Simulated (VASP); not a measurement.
# Sb3Au (Im-3m) in VASP: notebook, part 2 of 2

VASP 6.6.1. The steps go on from the part before.

## Step 4: Electric field gradients, LDA (29.22 Å³/atom)

This run uses another cell than the first one, of 29.22 Å³/atom.

The input, INCAR:

```
SYSTEM = Sb3Au
  ALGO = Normal
  EDIFF = 1E-8
  ENCUT = 520
  ISIF = 2
  ISMEAR = -1
  LASPH = .TRUE.
  LCHARG = .FALSE.
  LEFG = .TRUE.
  LREAL = .FALSE.
  LWAVE = .FALSE.
  NBANDS = 21
  NELM = 60
  PREC = Accurate
  SIGMA = 0.05
```

The input, KPOINTS:

```
k-points
0
G
  10 10 10
  0 0 0
```

The input, POSCAR:

```
Sb3Au
1.0
   -3.0800045876      3.0800045876      3.0800045876
    3.0800045876     -3.0800045876      3.0800045876
    3.0800045876      3.0800045876     -3.0800045876
Sb Au
3 1
Direct
    0.0000000000      0.5000000000      0.5000000000
    0.5000000000      0.0000000000      0.5000000000
    0.5000000000      0.5000000000      0.0000000000
    0.0000000000      0.0000000000      0.0000000000
```

Potentials or basis: VASP PAW LDA potentials, release 64 (Sb, Au).

Started as:

```sh
> cat potpaw_LDA.64/Sb/POTCAR potpaw_LDA.64/Au/POTCAR > POTCAR
> mpirun -np 1 vasp_std > vasp.out
```

OUTCAR:

```text
SYSTEM = Sb3Au
   EDIFF = 1E-8
   ENCUT = 520
   ISIF = 2
   ISMEAR = -1
   LASPH = .TRUE.
   LREAL = .FALSE.
   NELM = 60
   PREC = Accurate

 ion  position               nearest neighbor table
   1  0.000  0.500  0.500-   2 3.08   3 3.08   4 3.08   4 3.08   3 3.08   2 3.08
   2  0.500  0.000  0.500-   1 3.08   3 3.08   4 3.08   3 3.08   4 3.08   1 3.08
   3  0.500  0.500  0.000-   1 3.08   2 3.08   4 3.08   2 3.08   1 3.08   4 3.08
   4  0.000  0.000  0.000-   1 3.08   2 3.08   3 3.08   1 3.08   2 3.08   3 3.08

  LATTYP: Found a body centered cubic cell.
 ALAT       =     6.1600091752

  Lattice vectors:

 A1 = (  -3.0800045876,   3.0800045876,   3.0800045876)
 A2 = (   3.0800045876,  -3.0800045876,   3.0800045876)
 A3 = (   3.0800045876,   3.0800045876,  -3.0800045876)

Analysis of symmetry for initial positions (statically):
=====================================================================
 Subroutine PRICEL returns:
 Original cell was already a primitive cell.

 Routine SETGRP: Setting up the symmetry group for a
 body centered cubic supercell.

 Subroutine GETGRP returns: Found 48 space group operations
 (whereof 48 operations were pure point group operations)
 out of a pool of 48 trial point group operations.

The static configuration has the point symmetry O_h .

Analysis of symmetry for dynamics (positions and initial velocities):
=====================================================================
 Subroutine PRICEL returns:
 Original cell was already a primitive cell.

 Routine SETGRP: Setting up the symmetry group for a
 body centered cubic supercell.

 Subroutine GETGRP returns: Found 48 space group operations
 (whereof 48 operations were pure point group operations)
 out of a pool of 48 trial point group operations.

The dynamic configuration has the point symmetry O_h .

 Subroutine INISYM returns: Found 48 space group operations
 (whereof 48 operations are pure point group operations),
 and found     1 'primitive' translations

----------------------------------------------------------------------------------------

                                     Primitive cell

  volume of cell :     116.8730

  direct lattice vectors                    reciprocal lattice vectors
    -3.080004588  3.080004588  3.080004588     0.000000000  0.162337421  0.162337421
     3.080004588 -3.080004588  3.080004588     0.162337421  0.000000000  0.162337421
     3.080004588  3.080004588 -3.080004588     0.162337421  0.162337421  0.000000000

  length of vectors
     5.334724433  5.334724433  5.334724433     0.229579782  0.229579782  0.229579782

  position of ions in fractional coordinates (direct lattice)
     0.000000000  0.500000000  0.500000000
     0.500000000  0.000000000  0.500000000
     0.500000000  0.500000000  0.000000000
     0.000000000  0.000000000  0.000000000

  ion indices of the primitive-cell ions
   primitive index   ion index
                 1           1
[... 81 lines left out ...]
   ISIF   =      2    stress and relaxation
   ISYM   =      2    0-nonsym 1-usesym 2-fastsym
   POTIM  = 0.5000    time-step for ionic-motion
   TEBEG  =    0.0;   TEEND  =   0.0 temperature during run
   PSTRESS=    0.0 pullay stress
   NELECT =      26.0000    total number of electrons
   NUPDOWN=      -1.0000    fix difference up-down
   EMIN   =  10.00;   EMAX   =-10.00  energy-range for DOS
   EFERMI =   0.00;   METHOD = LEGACY
   ISMEAR =    -1;   SIGMA  =   0.05  broadening in eV -4-tet -1-fermi 0-gaus
   EFERMI_NEDOS =   21; number of points for ismear=-14 and -15
   IALGO  =     38    algorithm
   IMIX   =      4    mixing-type and parameters
     AMIX     =   0.40;   BMIX     =  1.00
     AMIX_MAG =   1.60;   BMIX_MAG =  1.00
  volume/ion in A,a.u.               =      29.22       197.17
  Fermi-wavevector in a.u.,A,eV,Ry     =   0.991961  1.874534 13.387950  0.983987
  Thomas-Fermi vector in A             =   2.123739
   LORBIT       =      0    0 simple, 1 ext, 2 COOP (PROOUT), +10 PAW based schemes
   GGA     = CA    functional components
   LHFCALC =     F    Hartree Fock is set to
   AEXX    =    0.0000 exact exchange contribution
   IVDW    =     0    specifies the selected vdW correction
   LEPSILON=     F    determine dielectric tensor
   LRPA    =     F    only Hartree local field effects (RPA)
 non-spin polarized calculation
  energy-cutoff  :      520.00
  volume of cell :      116.87
 maximum number of plane-waves:      3252
   NGX = 19   NGY = 19   NGZ = 19

 number of electron      26.0000003 magnetization

 Free energy of the ion-electron system (eV)
  ---------------------------------------------------
  ext. energy  EPLUGINS =         0.00000000
  ---------------------------------------------------
  free energy    TOTEN  =       -18.17463687 eV

  energy without entropy =      -18.15648307  energy(sigma->0) =      -18.16555997

 E-fermi :   6.0635     XC(G=0):  -9.9277

 val. band max:        6.0499720175   @ k =   0.4000   0.1000   0.1000
 cond. band min:       6.0713409800   @ k =   0.2000   0.1000   0.0000
 fundamental gap:      0.0213689626
 Fermi energy:         6.0635409136

 k-point     1 :       0.0000    0.0000    0.0000
  band No.  band energies     occupation
      1      -5.5354      2.00000
      2      -1.3535      2.00000
      3      -1.3535      2.00000
      4       2.4020      2.00000
      5       2.4020      2.00000
      6       2.4020      2.00000
[... 565 lines left out ...]
     20      12.0368      0.00000
     21      12.3486      0.00000

 [... further k-points ...]
[... 5 lines left out ...]
  --------------------------------------------------------------------------------------
  -------------------------------------------------------------------------------------
  Total       -6.6950253     -6.6950253     -6.6950253      0.0000000      0.0000000      0.0000000
  in kB      -91.7801415    -91.7801415    -91.7801415      0.0000000      0.0000000      0.0000000
  external PRESSURE =     -91.7801415 kB  Pullay stress =       0.0000000 kB

 VOLUME and BASIS-vectors are now :
 -----------------------------------------------------------------------------
  energy-cutoff  :      520.00
  volume of cell :      116.87
      direct lattice vectors                 reciprocal lattice vectors
    -3.080004588  3.080004588  3.080004588     0.000000000  0.162337421  0.162337421
     3.080004588 -3.080004588  3.080004588     0.162337421  0.000000000  0.162337421
     3.080004588  3.080004588 -3.080004588     0.162337421  0.162337421  0.000000000

 POSITION                                       TOTAL-FORCE (eV/Angst)
 -----------------------------------------------------------------------------------
      3.08000      0.00000      0.00000         0.000000      0.000000     -0.000000
      0.00000      3.08000      0.00000        -0.000000     -0.000000     -0.000000
      0.00000      0.00000      3.08000        -0.000000     -0.000000      0.000000
      0.00000      0.00000      0.00000        -0.000000      0.000000      0.000000
 -----------------------------------------------------------------------------------
    total drift:                               -0.000000      0.000000      0.000000

  FREE ENERGIE OF THE ION-ELECTRON SYSTEM (eV)
  ---------------------------------------------------
  free  energy   TOTEN  =       -18.1746368668 eV

  energy  without entropy=      -18.1564830677  energy(sigma->0) =      -18.16555997

 Electric field gradients (V/A^2)
---------------------------------------------------------------------
 ion       V_xx      V_yy      V_zz      V_xy      V_xz      V_yz
---------------------------------------------------------------------
   1      -4.628     2.314     2.314    -0.000    -0.000    -0.000
   2       2.314    -4.628     2.314    -0.000    -0.000    -0.000
   3       2.314     2.314    -4.628    -0.000    -0.000    -0.000
   4      -0.000    -0.000     0.000    -0.000    -0.000    -0.000
---------------------------------------------------------------------

 Electric field gradients after diagonalization (V/A^2)
 (convention: |V_zz| > |V_xx| > |V_yy|)
----------------------------------------------------------------------
 ion       V_xx      V_yy      V_zz     asymmetry (V_yy - V_xx)/ V_zz
----------------------------------------------------------------------
   1       2.314     2.314    -4.628       0.000
   2       2.314     2.314    -4.628       0.000
   3       2.314     2.314    -4.628       0.000
   4       0.000     0.000    -0.001       0.000
----------------------------------------------------------------------

           NMR quadrupolar parameters

 Cq : quadrupolar parameter    Cq=e*Q*V_zz/h
 eta: asymmetry parameters     (V_yy - V_xx)/ V_zz
 Q  : nuclear electric quadrupole moment in mb (millibarn)
----------------------------------------------------------------------
 ion       Cq(MHz)       eta       Q (mb)
----------------------------------------------------------------------
   1      -0.011       0.000       1.000
   2      -0.011       0.000       1.000
   3      -0.011       0.000       1.000
   4      -0.000       0.000       1.000
----------------------------------------------------------------------
```

OSZICAR:

```text
N       E                     dE             d eps       ncg     rms          rms(c)
DAV:   1     0.134334488857E+03    0.13433E+03   -0.96497E+03  1974   0.102E+03
DAV:   2    -0.107121778198E+02   -0.14505E+03   -0.13924E+03  2468   0.183E+02
DAV:   3    -0.185219111330E+02   -0.78097E+01   -0.76708E+01  2410   0.470E+01
DAV:   4    -0.186157755243E+02   -0.93864E-01   -0.93695E-01  2184   0.548E+00
DAV:   5    -0.186169801752E+02   -0.12047E-02   -0.12046E-02  2360   0.715E-01    0.547E+00
DAV:   6    -0.182340101330E+02    0.38297E+00   -0.26798E+00  2094   0.129E+01    0.401E+00
DAV:   7    -0.181857597869E+02    0.48250E-01   -0.21044E-01  2019   0.379E+00    0.222E+00
DAV:   8    -0.181780783605E+02    0.76814E-02   -0.67009E-02  2111   0.148E+00    0.330E-01
DAV:   9    -0.181746997480E+02    0.33786E-02   -0.13769E-02  2104   0.101E+00    0.180E-01
DAV:  10    -0.181746894853E+02    0.10263E-04   -0.97792E-04  2154   0.159E-01    0.408E-02
DAV:  11    -0.181746356274E+02    0.53858E-04   -0.22601E-04  2165   0.125E-01    0.113E-02
DAV:  12    -0.181746376714E+02   -0.20440E-05   -0.25799E-05  2159   0.275E-02    0.116E-02
DAV:  13    -0.181746369181E+02    0.75329E-06   -0.16805E-06  2142   0.104E-02    0.395E-03
DAV:  14    -0.181746368658E+02    0.52314E-07   -0.50833E-07  2144   0.456E-03    0.406E-04
DAV:  15    -0.181746368668E+02   -0.10027E-08   -0.15594E-08  1462   0.861E-04
   1 F= -.18174637E+02 E0= -.18165560E+02  d E =-.181538E-01
```

stdout:

```text
POSCAR found type information on POSCAR SbAu
 POSCAR found :  2 types and       4 ions
 scaLAPACK will be used
 LDA part: xc-table for (Slater(with rela. corr.)+CA(PZ))
 , standard interpolation
 POSCAR, INCAR and KPOINTS ok, starting setup
 FFT: planning ... GRIDC
 FFT: planning ... GRID_SOFT
 FFT: planning ... GRID
 WAVECAR not read
 entering main loop
ion   1

ion   2

ion   3

ion   4
```

Run time: 2.3 min. Hardware: 1 thread of Intel Xeon Platinum 8488C (Sapphire Rapids), shared host; peak memory 0.26 GiB.

What came out:

| Item | Value |
| --- | --- |
| Free energy | -18.1746 eV |
| Pressure | -9.2 GPa |
| Band gap on the k mesh | zero (bands 13 and 14 overlap by 2.53 eV) |
| Largest electric field gradient by atom | Sb -4.6; Au -0.0 V/Å² |

Levels at points of the mesh, in eV from the Fermi level:
```csv
k point,band 11,band 12,band 13,band 14,band 15,band 16
"(0.00, 0.00, 0.00)",-3.19,-1.27,-1.27,-1.27,-1.07,3.89
"(0.50, 0.00, 0.00)",-1.85,-0.42,-0.10,0.08,0.85,2.34
"(0.50, 0.50, 0.50)",-3.33,-0.16,-0.07,-0.07,-0.07,5.62
```

Electric field gradients, principal values (V/Å²):
```
atom  least  middle  greatest (by size)
1 Sb  2.314   2.314              -4.628
2 Sb  2.314   2.314              -4.628
3 Sb  2.314   2.314              -4.628
4 Au  0.000   0.000              -0.001
```

Caveat: the cell stands under tension; without QUAD_EFG the Cq values of the log hold for a quadrupole moment of 1 mb, not for the nuclei; spin-orbit coupling is left out, which moves the levels of the heavy elements.

## Step 5: Single point, LDA

This run uses another cell than the first one, of 28.09 Å³/atom.

The input, POSCAR:

```
Sb3Au
1.0
   -3.0400000000      3.0400000000      3.0400000000
    3.0400000000     -3.0400000000      3.0400000000
    3.0400000000      3.0400000000     -3.0400000000
Sb Au
3 1
Direct
    0.0000000000      0.5000000000      0.5000000000
    0.5000000000      0.0000000000      0.5000000000
    0.5000000000      0.5000000000      0.0000000000
    0.0000000000      0.0000000000      0.0000000000
```

The input, INCAR.step1:

```
ALGO = Normal
EDIFF = 1E-6
ENCUT = 520
ISIF = 2
ISMEAR = -1
LASPH = True
LCHARG = True
LMAXMIX = 4
LREAL = False
LWAVE = False
NBANDS = 21
NELM = 60
PREC = Accurate
SIGMA = 0.05
```

The input, KPOINTS.step1:

```
k-points
0
Gamma
  10 10 10
```

The input, INCAR.step2:

```
ALGO = Normal
EDIFF = 1E-6
ENCUT = 520
ICHARG = 11
ISIF = 2
ISMEAR = -5
LASPH = True
LCHARG = False
LMAXMIX = 4
LORBIT = 11
LREAL = False
LWAVE = False
NEDOS = 1001
NELM = 60
PREC = Accurate
SIGMA = 0.05
```

The input, KPOINTS.step2:

```
k-points
0
Gamma
  15 15 15
```

Started as:

```sh
> cat potpaw_LDA.64/Sb/POTCAR potpaw_LDA.64/Au/POTCAR > POTCAR
> cp INCAR.step1 INCAR
> cp KPOINTS.step1 KPOINTS
> mpirun -np 1 vasp_std > vasp.out
> cp INCAR.step2 INCAR
> cp KPOINTS.step2 KPOINTS
> mpirun -np 1 vasp_std > vasp.out
```

Wall time 3.9 min (1 thread of Intel Xeon Platinum 8488C (Sapphire Rapids), shared host); peak memory 0.36 GiB.

It converged, with:

* Valence electrons inside the program's atomic spheres: Sb 2.37; Au 9.54

Levels at points of the mesh, in eV from the Fermi level:
```tsv
k point	band 10	band 11	band 12	band 13	band 14	band 15	band 16	band 17
(0.00, 0.00, 0.00)	-3.22	-3.22	-1.33	-1.33	-1.33	-1.04	3.88	3.88
```

Caveat: spin-orbit coupling is left out, which moves the levels of the heavy elements.

## Step 6: Overview

```tsv
task	cell	k mesh for the DOS	occupations for the DOS	gap on the mesh (eV)	pressure (GPa)
electric field gradients	a = 5.283 Å, angles 109.5°, 4 atoms	-	-	none	-8.1
electric field gradients	a = 5.335 Å, angles 109.5°, 4 atoms	-	-	none	-9.2
single point	a = 5.265 Å, angles 109.5°, 4 atoms	15 × 15 × 15	tetrahedron	-	-
```

Alike in all rows: level LDA; potentials or basis VASP PAW LDA potentials, release 64 (Sb, Au); no spin polarisation; k mesh 10 × 10 × 10; cutoff (eV) 520; smearing fermi-dirac 0.05 eV.

Caveats: spin-orbit coupling is left out, which moves the levels of the heavy elements; the cell stands under tension (at least some runs).

Total energies depend on the potentials used, so only differences within one code and one set of settings carry meaning.

The gap in the log of VASP goes by the Fermi energy; the results here count the filled bands.